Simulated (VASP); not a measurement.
# MgO (Cm) in VASP: further runs

Runs on MgO. Level: PBE. Tasks: single point.

Program: VASP 6.6.1. These are calculated values, not measurements. Logs are shortened: lines on timing, memory, paths and dates and some standing lists are left out, and cuts for length are marked.

## 1. The cell of the first run

The structure is monoclinic, space group Cm (No. 8). The conventional cell has a = 5.599 Å, b = 3.232 Å, c = 4.994 Å, α = 90.00°, β = 90.00°, γ = 90.00°. Mg (site symmetry m) has 4 O at 1.90 to 1.96 Å within 2.5 Å. Mg (site symmetry m) has 4 O at 1.92 to 1.98 Å within 2.5 Å. Within 2.5 Å of O (site symmetry m) lie 4 Mg at 1.92 to 1.98 Å. Within 2.5 Å of O (site symmetry m) lie 4 Mg at 1.90 to 1.96 Å.

## 2. Single point, PBE

Contents of INCAR:

```
PREC = Accurate ; ENCUT = 520
EDIFF = 1E-7 ; ISMEAR = 0
SIGMA = 0.05 ; LREAL = False
LASPH = True ; NELM = 80
ALGO = Normal ; ISIF = 2
LWAVE = False ; LCHARG = False
GGA = PE ; NBANDS = 16
```

Contents of KPOINTS:

```
Automatic mesh
0
Gamma
  9 9 6
```

Contents of POSCAR:

```
MgO
1.0
    3.2324032657      0.0000000000      0.0000000000
   -1.6162016329      2.7993433434      0.0000000000
    0.0000000000      0.0000000000      4.9935087375
Mg O
2 2
Direct
    0.3363138326      0.6726276651      0.0063188067
    0.6696471659      0.3392943318      0.5063188067
    0.3288054857      0.6576109715      0.3982811933
    0.6621388191      0.3242776382      0.8982811933
```

Potentials or basis: VASP PAW PBE potentials, release 64 (Mg, O).

The run is started by

```
$ cat potpaw_PBE.64/Mg/POTCAR potpaw_PBE.64/O/POTCAR > POTCAR
$ mpirun -np 1 vasp_std > vasp.out
```

OUTCAR:

```text
PREC = Accurate
   ENCUT = 520
   EDIFF = 1E-7
   ISMEAR = 0
   LREAL = False
   LASPH = True
   NELM = 80
   ISIF = 2
   GGA = PE

 ion  position               nearest neighbor table
   1  0.336  0.673  0.006-   4 1.90   3 1.96   4 1.96   4 1.96   2 3.12   2 3.12   2 3.12   2 3.12
                             2 3.12   2 3.12
   2  0.670  0.339  0.506-   3 1.92   3 1.92   4 1.96   3 1.98   1 3.12   1 3.12   1 3.12   1 3.12
                             1 3.12   1 3.12
   3  0.329  0.658  0.398-   2 1.92   2 1.92   1 1.96   2 1.98
   4  0.662  0.324  0.898-   1 1.90   2 1.96   1 1.96   1 1.96

  LATTYP: Found a hexagonal cell.
 ALAT       =     3.2324032657
 C/A-ratio  =     1.5448285152

  Lattice vectors:

 A1 = (   3.2324032657,   0.0000000000,   0.0000000000)
 A2 = (  -1.6162016329,   2.7993433434,   0.0000000000)
 A3 = (   0.0000000000,   0.0000000000,   4.9935087375)

Analysis of symmetry for initial positions (statically):
=====================================================================
 Subroutine PRICEL returns:
 Original cell was already a primitive cell.

 Routine SETGRP: Setting up the symmetry group for a
 hexagonal supercell.

 Subroutine GETGRP returns: Found  2 space group operations
 (whereof  2 operations were pure point group operations)
 out of a pool of 24 trial point group operations.

The static configuration has the point symmetry C_1h.

Analysis of symmetry for dynamics (positions and initial velocities):
=====================================================================
 Subroutine PRICEL returns:
 Original cell was already a primitive cell.

 Routine SETGRP: Setting up the symmetry group for a
 hexagonal supercell.

 Subroutine GETGRP returns: Found  2 space group operations
 (whereof  2 operations were pure point group operations)
 out of a pool of 24 trial point group operations.

The dynamic configuration has the point symmetry C_1h.

 Subroutine INISYM returns: Found  2 space group operations
 (whereof  2 operations are pure point group operations),
 and found     1 'primitive' translations

----------------------------------------------------------------------------------------

                                     Primitive cell

  volume of cell :      45.1843

  direct lattice vectors                    reciprocal lattice vectors
     3.232403266  0.000000000  0.000000000     0.309367340  0.178613317  0.000000000
    -1.616201633  2.799343343  0.000000000     0.000000000  0.357226634  0.000000000
     0.000000000  0.000000000  4.993508738     0.000000000  0.000000000  0.200259988

  length of vectors
     3.232403266  3.232403266  4.993508738     0.357226634  0.357226634  0.200259988

  position of ions in fractional coordinates (direct lattice)
     0.336313833  0.672627665  0.006318807
     0.669647166  0.339294332  0.506318807
     0.328805486  0.657610971  0.398281193
     0.662138819  0.324277638  0.898281193

  ion indices of the primitive-cell ions
   primitive index   ion index
                 1           1
                 2           2
                 3           3
                 4           4

----------------------------------------------------------------------------------------

 KPOINTS: Automatic mesh

Automatic generation of k-mesh.
 Grid dimensions read from file:
 generate k-points for:    9    9    6

 Generating k-lattice:

  Cartesian coordinates                     Fractional coordinates (reciprocal lattice)
     0.034374149  0.019845924  0.000000000     0.111111111  0.000000000  0.000000000
     0.000000000  0.039691848  0.000000000     0.000000000  0.111111111  0.000000000
     0.000000000  0.000000000  0.033376665     0.000000000  0.000000000  0.166666667

  Length of vectors
     0.039691848  0.039691848  0.033376665

  Shift w.r.t. Gamma in fractional coordinates (k-lattice)
     0.000000000  0.000000000  0.000000000

 Subroutine IBZKPT returns following result:
 ===========================================

 Found    140 irreducible k-points:

 Following reciprocal coordinates:
            Coordinates               Weight
  0.000000  0.000000  0.000000      1.000000
  0.111111  0.000000  0.000000      4.000000
  0.000000  0.111111  0.000000      2.000000
  0.222222  0.000000  0.000000      4.000000
  0.000000  0.222222  0.000000      2.000000
  0.333333  0.000000  0.000000      4.000000
[... 16 lines left out ...]
 -0.222222 -0.444444  0.000000      4.000000
  0.444444  0.333333  0.000000      4.000000
 [... further k-points ...]
   k-points           NKPTS =    140   k-points in BZ     NKDIM =    140   number of bands    NBANDS=     16
   number of dos      NEDOS =    301   number of ions     NIONS =      4
   total plane-waves  NPLWV =  23040
   dimension x,y,z NGX =    24 NGY =   24 NGZ =   40
   dimension x,y,z NGXF=    48 NGYF=   48 NGZF=   80
   ions per type =               2   2
   NGX,Y,Z   is equivalent  to a cutoff of  12.34, 12.34, 13.32 a.u.
   NGXF,Y,Z  is equivalent  to a cutoff of  24.69, 24.69, 26.63 a.u.
 SYSTEM =  unknown system
   PREC   = accura    normal or accurate (medium, high low for compatibility)
   ISTART =      0    job   : 0-new  1-cont  2-samecut
   ICHARG =      2    charge: 1-file 2-atom 10-const
   ISPIN  =      1    spin polarized calculation?
   LNONCOLLINEAR =      F non collinear calculations
   LSORBIT =      F    spin-orbit coupling
   LASPH  =      T    aspherical Exc in radial PAW
   ENCUT  =  520.0 eV  38.22 Ry    6.18 a.u.   6.01  6.01  9.28*2*pi/ulx,y,z
   NELM   =     80;   NELMIN=  2; NELMDL= -5     # of ELM steps
   EDIFF  = 0.1E-06   stopping-criterion for ELM
   LREAL  =      F    real-space projection
   EDIFFG = 0.1E-05   stopping-criterion for IOM
   NSW    =      0    number of steps for IOM
   IBRION =     -1    ionic relax: 0-MD 1-quasi-New 2-CG
   NFREE  =      0    steps in history (QN), initial steepest desc. (CG)
   ISIF   =      2    stress and relaxation
   ISYM   =      2    0-nonsym 1-usesym 2-fastsym
   POTIM  = 0.5000    time-step for ionic-motion
   TEBEG  =    0.0;   TEEND  =   0.0 temperature during run
   PSTRESS=    0.0 pullay stress
   NELECT =      16.0000    total number of electrons
   NUPDOWN=      -1.0000    fix difference up-down
   EMIN   =  10.00;   EMAX   =-10.00  energy-range for DOS
   EFERMI =   0.00;   METHOD = LEGACY
   ISMEAR =     0;   SIGMA  =   0.05  broadening in eV -4-tet -1-fermi 0-gaus
   EFERMI_NEDOS =   21; number of points for ismear=-14 and -15
   IALGO  =     38    algorithm
   IMIX   =      4    mixing-type and parameters
     AMIX     =   0.40;   BMIX     =  1.00
     AMIX_MAG =   1.60;   BMIX_MAG =  1.00
  volume/ion in A,a.u.               =      11.30        76.23
  Fermi-wavevector in a.u.,A,eV,Ry     =   1.158206  2.188691 18.251401  1.341440
  Thomas-Fermi vector in A             =   2.294810
   LORBIT       =      0    0 simple, 1 ext, 2 COOP (PROOUT), +10 PAW based schemes
   GGA     = PE    functional components
   LHFCALC =     F    Hartree Fock is set to
   AEXX    =    0.0000 exact exchange contribution
   IVDW    =     0    specifies the selected vdW correction
   LEPSILON=     F    determine dielectric tensor
   LRPA    =     F    only Hartree local field effects (RPA)
 non-spin polarized calculation
 Gauss-broadening in eV      SIGMA  =   0.05
  energy-cutoff  :      520.00
  volume of cell :       45.18
 maximum number of plane-waves:      1248
   NGX = 13   NGY = 13   NGZ = 19

 number of electron      15.9999998 magnetization

 Free energy of the ion-electron system (eV)
  ---------------------------------------------------
  ext. energy  EPLUGINS =         0.00000000
  ---------------------------------------------------
  free energy    TOTEN  =       -23.41437801 eV

  energy without entropy =      -23.41437801  energy(sigma->0) =      -23.41437801

 E-fermi :   1.5402     XC(G=0):  -9.9322

 val. band max:        1.2984765828   @ k =   0.0000   0.0000   0.0000
 cond. band min:       5.1099763198   @ k =   0.0000   0.0000   0.0000
 fundamental gap:      3.8114997370
 Fermi energy:         1.5402228126

 k-point     1 :       0.0000    0.0000    0.0000
  band No.  band energies     occupation
      1     -15.0201      2.00000
      2     -14.1770      2.00000
      3      -2.0611      2.00000
      4       0.6576      2.00000
      5       0.6592      2.00000
      6       0.9661      2.00000
[... 8 lines left out ...]
     15      18.5075      0.00000
     16      18.5141      0.00000

 k-point     2 :       0.1111    0.0000    0.0000
  band No.  band energies     occupation
      1     -14.9519      2.00000
      2     -14.1517      2.00000
      3      -1.9339      2.00000
      4       0.3285      2.00000
      5       0.5618      2.00000
      6       0.6006      2.00000
[... 8 lines left out ...]
     15      18.1402      0.00000
     16      18.3652      0.00000

 k-point     3 :       0.0000    0.1111    0.0000
  band No.  band energies     occupation
      1     -14.9519      2.00000
      2     -14.1517      2.00000
      3      -1.9340      2.00000
      4       0.3300      2.00000
      5       0.5736      2.00000
      6       0.5865      2.00000
[... 8 lines left out ...]
     15      18.1468      0.00000
     16      18.3581      0.00000

 k-point     4 :       0.2222    0.0000    0.0000
  band No.  band energies     occupation
      1     -14.7684      2.00000
      2     -14.0925      2.00000
      3      -1.5761      2.00000
      4      -0.5197      2.00000
      5      -0.0112      2.00000
      6       0.4004      2.00000
[... 8 lines left out ...]
     15      17.0318      0.00000
     16      17.4477      0.00000
[... 324 lines left out ...]
 k-point    22 :       0.3333    0.2222    0.0000
  band No.  band energies     occupation
      1     -14.2431      2.00000
      2     -14.0567      2.00000
      3      -1.5510      2.00000
      4      -0.7542      2.00000
      5      -0.3849      2.00000
      6      -0.2327      2.00000
[... 8 lines left out ...]
     15      15.6095      0.00000
     16      18.1555      0.00000

 k-point    23 :      -0.2222   -0.4444    0.0000
  band No.  band energies     occupation
      1     -14.2431      2.00000
      2     -14.0568      2.00000
      3      -1.5502      2.00000
      4      -0.7546      2.00000
      5      -0.3854      2.00000
      6      -0.2331      2.00000
[... 8 lines left out ...]
     15      15.6132      0.00000
     16      18.1561      0.00000

 k-point    24 :       0.4444    0.3333    0.0000
  band No.  band energies     occupation
      1     -14.2431      2.00000
      2     -14.0565      2.00000
      3      -1.5513      2.00000
      4      -0.7545      2.00000
      5      -0.3846      2.00000
      6      -0.2323      2.00000
[... 8 lines left out ...]
     15      15.6090      0.00000
     16      18.1531      0.00000

 [... further k-points ...]
[... 5 lines left out ...]
  --------------------------------------------------------------------------------------
  -------------------------------------------------------------------------------------
  Total        2.9175771      2.9722817      2.5468137     -0.0000000     -0.4474170      0.0000000
  in kB      103.4535521    105.3933049     90.3067543     -0.0000000    -15.8648332      0.0000000
  external PRESSURE =      99.7178704 kB  Pullay stress =       0.0000000 kB

 VOLUME and BASIS-vectors are now :
 -----------------------------------------------------------------------------
  energy-cutoff  :      520.00
  volume of cell :       45.18
      direct lattice vectors                 reciprocal lattice vectors
     3.232403266  0.000000000  0.000000000     0.309367340  0.178613317  0.000000000
    -1.616201633  2.799343343  0.000000000     0.000000000  0.357226634  0.000000000
     0.000000000  0.000000000  4.993508738     0.000000000  0.000000000  0.200259988

 POSITION                                       TOTAL-FORCE (eV/Angst)
 -----------------------------------------------------------------------------------
      0.00000      1.88292      0.03155         0.000000     -0.523091     -0.028535
      1.61620      0.94980      2.52831         0.000000     -0.449425     -0.030369
     -0.00000      1.84088      1.98882        -0.000000      0.449770      0.030426
      1.61620      0.90776      4.48557        -0.000000      0.522747      0.028479
 -----------------------------------------------------------------------------------
    total drift:                                0.000002      0.000209     -0.000714

  FREE ENERGIE OF THE ION-ELECTRON SYSTEM (eV)
  ---------------------------------------------------
  free  energy   TOTEN  =       -23.4143780097 eV

  energy  without entropy=      -23.4143780097  energy(sigma->0) =      -23.41437801
```

Wall time 34 s (1 thread of Intel Xeon 6975P-C (Granite Rapids), shared host); peak memory 0.22 GiB.

What came out:

| Quantity | Value |
| --- | --- |
| Free energy | -23.4144 eV |
| Pressure | 10.0 GPa |
| Largest force | 0.524 eV/Å |
| Band gap on the k mesh | 3.81 eV, direct |

Forces on the atoms (eV/Å):
```
Mg   0.000 -0.523 -0.029
Mg   0.000 -0.449 -0.030
O    0.000  0.450  0.030
O    0.000  0.523  0.028
```

A k mesh can miss the band edges. PBE gaps usually lie below the measured ones, often by a third to a half.

## 3. Single point, PBE

Contents of INCAR:

```
SYSTEM = MgO
  PREC = Accurate
  ENCUT = 520
  EDIFF = 1E-6
  ISMEAR = 0
  SIGMA = 0.05
  LREAL = .False.
  LASPH = .True.
  NELM = 60
  ALGO = Normal
  ISIF = 2
  LWAVE = .False.
  LCHARG = .False.
  GGA = PE
  NBANDS = 16
```

Contents of KPOINTS:

```
regular mesh
0
Gamma
  9 9 6
  0 0 0
```

Contents of POSCAR:

```
MgO
1.0
    3.2324032657      0.0000000000      0.0000000000
   -1.6162016329      2.7993433434      0.0000000000
    0.0000000000      0.0000000000      4.9935087375
Mg O
2 2
Direct
    0.3392943318      0.6785886635      0.0063188067
    0.6726276651      0.3452553302      0.5063188067
    0.3242776382      0.6485552763      0.3982811933
    0.6576109715      0.3152219430      0.8982811933
```

Potentials or basis: VASP PAW PBE potentials, release 64 (Mg, O).

The run is started by

```
$ cat potpaw_PBE.64/Mg/POTCAR potpaw_PBE.64/O/POTCAR > POTCAR
$ mpirun -np 1 vasp_std > vasp.out
```

Wall time 34 s (1 thread of Intel Xeon 6975P-C (Granite Rapids), shared host); peak memory 0.22 GiB.

The run converged. Its results:

```yaml
Free_energy: -23.3527 eV
Pressure: 10.5 GPa
Largest_force: 1.134 eV/Å
Band_gap_on_the_k_mesh: 3.80 eV, direct
```

Forces in eV/Å, atoms in the order of the input:
```
Mg   0.000 -1.133  0.044
Mg   0.000 -0.836  0.029
O    0.000  0.837 -0.029
O    0.000  1.132 -0.045
```

Stress tensor (GPa, compression positive):
```
10.83  0.00  0.00
 0.00 11.62 -3.22
 0.00 -3.22  9.09
```

Levels at points of the mesh, in eV from the valence-band top:
```csv
k point,band 6,band 7,band 8,band 9,band 10,band 11
"(0.00, 0.00, 0.00)",-0.33,-0.33,0.00,3.80,8.89,10.61
"(0.00, 0.00, 0.50)",-0.56,-0.42,-0.42,6.30,6.30,13.51
```

Caveat: forces of over 1 eV/Å act on the atoms, so gaps and moduli don't describe the material at rest. A k mesh can miss the band edges.

## 4. Single point, PBE

This run uses another cell than the first one, of 11.59 Å³/atom, 1.026 times its volume.

Contents of INCAR:

```
SYSTEM = MgO
PREC = Accurate
ENCUT = 520
EDIFF = 1E-6
ISMEAR = 0
SIGMA = 0.05
LREAL = .False.
LASPH = .True.
NELM = 60
ALGO = Normal
ISIF = 2
LWAVE = .False.
LCHARG = .False.
GGA = PE
NBANDS = 16
```

Contents of KPOINTS:

```
Automatic mesh
0
Gamma
  9 9 6
  0 0 0
```

Contents of POSCAR:

```
MgO
1.0
    3.2599201346      0.0000000000      0.0000000000
   -1.6299600673      2.8231736508      0.0000000000
    0.0000000000      0.0000000000      5.0360175811
Mg O
2 2
Direct
    0.3363138326      0.6726276651      0.0063188067
    0.6696471659      0.3392943318      0.5063188067
    0.3288054857      0.6576109715      0.3982811933
    0.6621388191      0.3242776382      0.8982811933
```

The run is started by

```
$ cat potpaw_PBE.64/Mg/POTCAR potpaw_PBE.64/O/POTCAR > POTCAR
$ mpirun -np 1 vasp_std > vasp.out
```

Wall time 32 s (1 thread of Intel Xeon 6975P-C (Granite Rapids), shared host); peak memory 0.22 GiB.

It converged, with:

```
Free energy            : -23.4739 eV
Pressure               : 6.2 GPa
Largest force          : 0.486 eV/Å
Band gap on the k mesh : 3.67 eV, direct
```

Forces on the atoms (eV/Å):
```
Mg   0.000 -0.486 -0.011
Mg   0.000 -0.417 -0.013
O    0.000  0.418  0.013
O    0.000  0.486  0.011
```

Stress tensor (GPa, compression positive):
```
 6.40  0.00  0.00
 0.00  6.59 -1.39
 0.00 -1.39  5.54
```

Levels at points of the mesh, in eV from the valence-band top:
```
           k point  band 6  band 7  band 8  band 9  band 10  band 11
(0.00, 0.00, 0.00)   -0.32   -0.32    0.00    3.67     8.72    10.42
(0.00, 0.00, 0.50)   -0.51   -0.44   -0.44    6.15     6.15    13.31
```

A k mesh can miss the band edges.
